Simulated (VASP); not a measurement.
A run of VASP 6.6.1:

File INCAR:

```
SYSTEM = Bi
PREC = Accurate
ENCUT = 520
EDIFF = 1E-6
ISMEAR = 0
SIGMA = 0.15
LREAL = .False.
LASPH = .True.
NELM = 100
ALGO = Fast
ISIF = 2
LWAVE = .False.
LCHARG = .True.
GGA = PE
LELF = .True.
LVHAR = .True.
NBANDS = 22
```

KPOINTS

```
Automatic mesh
0
Gamma
  12 12 12
  0 0 0
```

POSCAR

```
Bi
1.0
    2.2363319813      1.2911468714      4.0847253851
   -2.2363319813      1.2911468714      4.0847253851
    0.0000000000     -2.5822937427      4.0847253851
Bi
2
Direct
    0.2338900000      0.2338900000      0.2338900000
    0.7661100000      0.7661100000      0.7661100000
```

Potentials or basis: VASP PAW PBE potentials, release 64 (Bi_d).

Command:

```bash
$ cat potpaw_PBE.64/Bi_d/POTCAR > POTCAR
$ mpirun -np 1 vasp_std > vasp.out
```

Hardware: 1 thread of Intel Xeon 8259CL, on a shared host.

Q: How long does it take, and how much memory?

A: Run time: 4.3 min on 1 thread of Intel Xeon 8259CL, with other jobs on the host, peak memory 0.37 GiB. Counts: scf iterations 13, k points 189.
